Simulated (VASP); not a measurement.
# Pb (Fm-3m) in VASP: further runs

The runs below take Pb through single point, with RPBE+D3(BJ).

Everything below comes from runs of VASP 6.6.1. Logs are shortened: lines on timing, memory, paths and dates and some standing lists are left out, and cuts for length are marked.

### 1 The cell of the first run

Symmetry: Fm-3m, No. 225, cubic system. Conventional cell: a = 4.983 Å, b = 4.983 Å, c = 4.983 Å, α = 90.00°, β = 90.00°, γ = 90.00°. Pb (site symmetry m-3m) has 12 Pb at 3.52 Å within 4.6 Å.

### 2 Single point, RPBE+D3(BJ), non-collinear spin, zero start, spin-orbit coupling (30.93 Å³/atom)

The input, INCAR:

```
SYSTEM = Pb
  PREC = Accurate
  ENCUT = 520
  EDIFF = 1E-6
  ISMEAR = 1
  SIGMA = 0.01
  LREAL = .False.
  LASPH = .True.
  NELM = 150
  ALGO = Fast
  ISIF = 2
  LWAVE = .False.
  LCHARG = .False.
  MAGMOM = 0 0 0
  LORBIT = 11
  LSORBIT = .True.
  GGA_COMPAT = .False.
  LORBMOM = .True.
  GGA = RP
  IVDW = 12
  NBANDS = 25
```

The input, KPOINTS:

```
regular mesh
0
Gamma
  7 7 7
  0 0 0
```

The input, POSCAR:

```
Pb
1.0
    0.0000000000      2.4914113386      2.4914113386
    2.4914113386      0.0000000000      2.4914113386
    2.4914113386      2.4914113386      0.0000000000
Pb
1
Direct
    0.0000000000      0.0000000000      0.0000000000
```

Potentials or basis: VASP PAW PBE potentials, release 64 (Pb_d).

On the command line:

```bash
$ cat potpaw_PBE.64/Pb_d/POTCAR > POTCAR
$ mpirun -np 1 vasp_ncl > vasp.out
```

OUTCAR:

```text
SYSTEM = Pb
   PREC = Accurate
   ENCUT = 520
   EDIFF = 1E-6
   ISMEAR = 1
   LREAL = .False.
   LASPH = .True.
   NELM = 150
   ISIF = 2
   LORBIT = 11
   LSORBIT = .True.
   GGA = RP
   IVDW = 12
 IVDW          = 12

 ion  position               nearest neighbor table
   1  0.000  0.000  0.000-

  LATTYP: Found a face centered cubic cell.
 ALAT       =     4.9828226772

  Lattice vectors:

 A1 = (   0.0000000000,   2.4914113386,   2.4914113386)
 A2 = (   2.4914113386,   0.0000000000,   2.4914113386)
 A3 = (   2.4914113386,   2.4914113386,   0.0000000000)

Analysis of symmetry for initial positions (statically):
=====================================================================
 Subroutine PRICEL returns:
 Original cell was already a primitive cell.

 Routine SETGRP: Setting up the symmetry group for a
 face centered cubic supercell.

 Subroutine GETGRP returns: Found 48 space group operations
 (whereof 48 operations were pure point group operations)
 out of a pool of 48 trial point group operations.

The static configuration has the point symmetry O_h .

Analysis of symmetry for dynamics (positions and initial velocities):
=====================================================================
 Subroutine PRICEL returns:
 Original cell was already a primitive cell.

 Routine SETGRP: Setting up the symmetry group for a
 face centered cubic supercell.

 Subroutine GETGRP returns: Found 48 space group operations
 (whereof 48 operations were pure point group operations)
 out of a pool of 48 trial point group operations.

The dynamic configuration has the point symmetry O_h .

Analysis of structural, dynamic, and magnetic symmetry:
=====================================================================
 Subroutine PRICEL returns:
 Original cell was already a primitive cell.

 Routine SETGRP: Setting up the symmetry group for a
 face centered cubic supercell.

 Subroutine GETGRP returns: Found 48 space group operations
 (whereof 48 operations were pure point group operations)
 out of a pool of 48 trial point group operations.

The overall configuration has the point symmetry O_h .

 Subroutine INISYM returns: Found 48 space group operations
 (whereof 48 operations are pure point group operations),
 and found     1 'primitive' translations

----------------------------------------------------------------------------------------

                                     Primitive cell

  volume of cell :      30.9290
[... 144 lines left out ...]
      1     -11.3342      1.00000
      2     -11.3342      1.00000
      3     -11.3342      1.00000
      4     -11.3342      1.00000
      5      -8.8470      1.00000
      6      -8.8470      1.00000
[... 549 lines left out ...]
     24      20.4113      0.00000
     25      20.7673      0.00000

------------------------ aborting loop because EDIFF is reached ----------------------------------------

 Edisp (eV)   -2.37411

 E8    (eV) :    -1.7092

  FORCE on cell =-STRESS in cart. coord.  units (eV):
  Direction    XX          YY          ZZ          XY          YZ          ZX
  --------------------------------------------------------------------------------------
  -------------------------------------------------------------------------------------
  Total      -3.18275    -3.18275    -3.18275    -0.00000    -0.00000     0.00000
  in kB    -164.87189  -164.87189  -164.87189    -0.00000    -0.00000     0.00000
  external pressure =     -164.87 kB  Pullay stress =        0.00 kB

 VOLUME and BASIS-vectors are now :
 -----------------------------------------------------------------------------
  energy-cutoff  :      520.00
  volume of cell :       30.93
      direct lattice vectors                 reciprocal lattice vectors
     0.000000000  2.491411339  2.491411339    -0.200689462  0.200689462  0.200689462
     2.491411339  0.000000000  2.491411339     0.200689462 -0.200689462  0.200689462
     2.491411339  2.491411339  0.000000000     0.200689462  0.200689462 -0.200689462

 POSITION                                       TOTAL-FORCE (eV/Angst)
 -----------------------------------------------------------------------------------
      0.00000      0.00000      0.00000         0.000000      0.000000      0.000000
 -----------------------------------------------------------------------------------
    total drift:                               -0.000000     -0.000000     -0.000000

  FREE ENERGIE OF THE ION-ELECTRON SYSTEM (eV)
  ---------------------------------------------------
  free  energy   TOTEN  =        -6.0853550092 eV

  energy  without entropy=       -6.0852816087  energy(sigma->0) =       -6.08533054

 orbital moment (x)

 # of ion     p       d       tot
 ----------------------------------------
  1         0.000   0.000   0.000
 ----------------------------------------
            0.000   0.000   0.000

 orbital moment (y)

 # of ion     p       d       tot
 ----------------------------------------
  1         0.000  -0.000   0.000
 ----------------------------------------
            0.000  -0.000   0.000

 orbital moment (z)

 # of ion     p       d       tot
 ----------------------------------------
  1         0.000  -0.000  -0.000
 ----------------------------------------
            0.000  -0.000  -0.000

 Spin-Orbit-Coupling matrix elements

 Ion:    1  E_soc:     -1.1385762
 l=   1
     0.0000000    -0.1223613    -0.1223613
    -0.1223613     0.0000000    -0.1223613
    -0.1223613    -0.1223613     0.0000000
 l=   2
     0.0000000    -0.0135271     0.0000000    -0.0135271    -0.0538743
    -0.0135271     0.0000000    -0.0404058    -0.0135271    -0.0134686
     0.0000000    -0.0404058     0.0000000    -0.0404058     0.0000000
    -0.0135271    -0.0135271    -0.0404058     0.0000000    -0.0134686
    -0.0538743    -0.0134686     0.0000000    -0.0134686     0.0000000
 l=   3
     0.0000000     0.0000000     0.0000000     0.0000000     0.0000000     0.0000000     0.0000000
     0.0000000     0.0000000     0.0000000     0.0000000     0.0000000     0.0000000     0.0000000
     0.0000000     0.0000000     0.0000000     0.0000000     0.0000000     0.0000000     0.0000000
     0.0000000     0.0000000     0.0000000     0.0000000     0.0000000     0.0000000     0.0000000
     0.0000000     0.0000000     0.0000000     0.0000000     0.0000000     0.0000000     0.0000000
     0.0000000     0.0000000     0.0000000     0.0000000     0.0000000     0.0000000     0.0000000
     0.0000000     0.0000000     0.0000000     0.0000000     0.0000000     0.0000000     0.0000000

 total charge

# of ion       s       p       d       tot
------------------------------------------
    1        1.409   0.751   9.811  11.971

 magnetization (x)

# of ion       s       p       d       tot
------------------------------------------
    1        0.000   0.000   0.000   0.000

 magnetization (y)

# of ion       s       p       d       tot
------------------------------------------
    1        0.000   0.000   0.000   0.000

 magnetization (z)

# of ion       s       p       d       tot
------------------------------------------
    1        0.000   0.000   0.000   0.000
```

stdout:

```text
POSCAR found type information on POSCAR Pb
 POSCAR found :  1 types and       1 ions
 scaLAPACK will be used
 -----------------------------------------------------------------------------
|                                                                             |
|                                                                             |
|     You enforced a specific xc type in the INCAR file but a different       |
|     I HOPE YOU KNOW WHAT YOU ARE DOING!                                     |
|                                                                             |
 -----------------------------------------------------------------------------

 LDA part: xc-table for (Slater+PW92), standard interpolation
 POSCAR, INCAR and KPOINTS ok, starting setup
 FFT: planning ... GRIDC
 FFT: planning ... GRID_SOFT
 FFT: planning ... GRID
 WAVECAR not read
 entering main loop
```

It took 66 s on 1 thread of Intel Xeon 8259CL, shared host; peak memory 0.25 GiB.

What came out:

```
Free energy                                           : -6.0854 eV
Pressure                                              : -16.5 GPa
Net moment                                            : 0.00 μB per cell
Valence electrons inside the program's atomic spheres : Pb 11.97
Dispersion energy per atom                            : -2.374 eV
```

Moments on the atoms (μB; x, y, z):
```
Pb  0.00 0.00 0.00
```

Caveat: the cell stands under tension; the PAW data sets were made with another functional, which shifts forces and pressure a little.

### 3 Single point, RPBE+D3(BJ), non-collinear spin, zero start, spin-orbit coupling (31.54 Å³/atom)

This run uses another cell than the first one, of 31.54 Å³/atom.

The input, INCAR:

```
PREC = Accurate ; ENCUT = 520
EDIFF = 1E-6 ; ISMEAR = 1
SIGMA = 0.01 ; LREAL = F
LASPH = T ; NELM = 150
ALGO = Fast ; ISIF = 2
LWAVE = F ; LCHARG = F
MAGMOM = 0 0 0 ; LORBIT = 11
LSORBIT = T ; GGA_COMPAT = F
LORBMOM = T ; GGA = RP
IVDW = 12 ; NBANDS = 25
```

The input, KPOINTS:

```
Automatic mesh
0
Gamma
  7 7 7
```

The input, POSCAR:

```
Pb
1.0
    0.0000000000      2.5075897876      2.5075897876
    2.5075897876      0.0000000000      2.5075897876
    2.5075897876      2.5075897876      0.0000000000
Pb
1
Direct
    0.0000000000      0.0000000000      0.0000000000
```

Potentials or basis: VASP PAW PBE potentials, release 64 (Pb_d).

On the command line:

```bash
$ cat potpaw_PBE.64/Pb_d/POTCAR > POTCAR
$ mpirun -np 1 vasp_ncl > vasp.out
```

Wall time 68 s (1 thread of Intel Xeon 8259CL, shared host); peak memory 0.26 GiB.

Results (log left out):

```
Free energy                                           : -6.0227 eV
Pressure                                              : -16.7 GPa
Net moment                                            : 0.00 μB per cell
Valence electrons inside the program's atomic spheres : Pb 11.96
Dispersion energy per atom                            : -2.300 eV
```

Moments on the atoms (μB; x, y, z):
```
Pb  0.00 0.00 0.00
```

Caveat: the cell stands under tension; the PAW data sets were made with another functional, which shifts forces and pressure a little.

### 4 Single point, RPBE+D3(BJ), non-collinear spin, zero start, spin-orbit coupling (32.14 Å³/atom)

This run uses another cell than the first one, of 32.14 Å³/atom.

The input, INCAR:

```
SYSTEM = Pb
ALGO = Normal
EDIFF = 1E-6
ENCUT = 520
GGA = RP
GGA_COMPAT = .FALSE.
ISIF = 2
ISMEAR = 1
IVDW = 12
LASPH = .TRUE.
LCHARG = .TRUE.
LORBIT = 11
LORBMOM = .TRUE.
LREAL = .FALSE.
LSORBIT = .TRUE.
LVHAR = .TRUE.
LWAVE = .FALSE.
MAGMOM = 0 0 0
NBANDS = 25
NELM = 150
PREC = Accurate
SIGMA = 0.01
```

The input, KPOINTS:

```
k-points
0
G
  7 7 7
  0 0 0
```

The input, POSCAR:

```
Pb
1.0
    0.0000000000      2.5235621278      2.5235621278
    2.5235621278      0.0000000000      2.5235621278
    2.5235621278      2.5235621278      0.0000000000
Pb
1
Direct
    0.0000000000      0.0000000000      0.0000000000
```

Potentials or basis: VASP PAW PBE potentials, release 64 (Pb_d).

On the command line:

```bash
$ cat potpaw_PBE.64/Pb_d/POTCAR > POTCAR
$ mpirun -np 1 vasp_ncl > vasp.out
```

OUTCAR:

```text
SYSTEM = Pb
   EDIFF = 1E-6
   ENCUT = 520
   GGA = RP
   ISIF = 2
   ISMEAR = 1
   IVDW = 12
   LASPH = .TRUE.
   LORBIT = 11
   LREAL = .FALSE.
   LSORBIT = .TRUE.
   NELM = 150
   PREC = Accurate
 IVDW          = 12

 ion  position               nearest neighbor table
   1  0.000  0.000  0.000-

  LATTYP: Found a face centered cubic cell.
 ALAT       =     5.0471242556

  Lattice vectors:

 A1 = (   0.0000000000,   2.5235621278,   2.5235621278)
 A2 = (   2.5235621278,   0.0000000000,   2.5235621278)
 A3 = (   2.5235621278,   2.5235621278,   0.0000000000)

Analysis of symmetry for initial positions (statically):
=====================================================================
 Subroutine PRICEL returns:
 Original cell was already a primitive cell.

 Routine SETGRP: Setting up the symmetry group for a
 face centered cubic supercell.

 Subroutine GETGRP returns: Found 48 space group operations
 (whereof 48 operations were pure point group operations)
 out of a pool of 48 trial point group operations.

The static configuration has the point symmetry O_h .

Analysis of symmetry for dynamics (positions and initial velocities):
[... 764 lines left out ...]
  ---------------------------------------------------
  free  energy   TOTEN  =        -5.9593580519 eV

  energy  without entropy=       -5.9592846514  energy(sigma->0) =       -5.95933359

 orbital moment (x)

 # of ion     p       d       tot
 ----------------------------------------
  1         0.000  -0.000  -0.000
 ----------------------------------------
            0.000  -0.000  -0.000

 orbital moment (y)

 # of ion     p       d       tot
 ----------------------------------------
  1        -0.000   0.000   0.000
 ----------------------------------------
           -0.000   0.000   0.000

 orbital moment (z)

 # of ion     p       d       tot
 ----------------------------------------
  1         0.000  -0.000  -0.000
 ----------------------------------------
            0.000  -0.000  -0.000

 Spin-Orbit-Coupling matrix elements

 Ion:    1  E_soc:     -1.1386092
 l=   1
     0.0000000    -0.1224348    -0.1224348
    -0.1224348     0.0000000    -0.1224348
    -0.1224348    -0.1224348     0.0000000
 l=   2
     0.0000000    -0.0135075     0.0000000    -0.0135075    -0.0538259
    -0.0135075     0.0000000    -0.0403694    -0.0135075    -0.0134565
     0.0000000    -0.0403694     0.0000000    -0.0403694     0.0000000
    -0.0135075    -0.0135075    -0.0403694     0.0000000    -0.0134565
    -0.0538259    -0.0134565     0.0000000    -0.0134565     0.0000000
 l=   3
     0.0000000     0.0000000     0.0000000     0.0000000     0.0000000     0.0000000     0.0000000
     0.0000000     0.0000000     0.0000000     0.0000000     0.0000000     0.0000000     0.0000000
     0.0000000     0.0000000     0.0000000     0.0000000     0.0000000     0.0000000     0.0000000
     0.0000000     0.0000000     0.0000000     0.0000000     0.0000000     0.0000000     0.0000000
     0.0000000     0.0000000     0.0000000     0.0000000     0.0000000     0.0000000     0.0000000
     0.0000000     0.0000000     0.0000000     0.0000000     0.0000000     0.0000000     0.0000000
     0.0000000     0.0000000     0.0000000     0.0000000     0.0000000     0.0000000     0.0000000

 total charge

# of ion       s       p       d       tot
------------------------------------------
    1        1.408   0.735   9.810  11.953

 magnetization (x)

# of ion       s       p       d       tot
------------------------------------------
    1        0.000  -0.000  -0.000  -0.000

 magnetization (y)

# of ion       s       p       d       tot
------------------------------------------
    1        0.000  -0.000  -0.000  -0.000

 magnetization (z)

# of ion       s       p       d       tot
------------------------------------------
    1       -0.000  -0.000   0.000  -0.000
```

Run time: 52 s. Hardware: 1 thread of Intel Xeon 8259CL, shared host; peak memory 0.25 GiB.

What came out:

* Free energy: -5.9594 eV
* Pressure: -16.9 GPa
* Net moment: 0.00 μB per cell
* Valence electrons inside the program's atomic spheres: Pb 11.95
* Dispersion energy per atom: -2.229 eV

Moments on the atoms (μB; x, y, z):
```
Pb  0.00 0.00 0.00
```

Caveat: the cell stands under tension; the PAW data sets were made with another functional, which shifts forces and pressure a little.

### 5 Overview

| cell | pressure (GPa) | moment (μB) |
| --- | --- | --- |
| a = 3.523 Å, angles 60.0°, 1 atom | -16.5 | 0.00 |
| a = 3.546 Å, angles 60.0°, 1 atom | -16.7 | 0.00 |
| a = 3.569 Å, angles 60.0°, 1 atom | -16.9 | 0.00 |

Alike in all rows: task single point; level RPBE+D3(BJ); potentials or basis VASP PAW PBE potentials, release 64 (Pb_d); spin non-collinear, zero start, SOC; k mesh 7 × 7 × 7; cutoff (eV) 520; smearing methfessel-paxton 0.01 eV.

Caveats: the cell stands under tension; the PAW data sets were made with another functional, which shifts forces and pressure a little.

Total energies depend on the potentials used, so only differences within one code and one set of settings carry meaning.
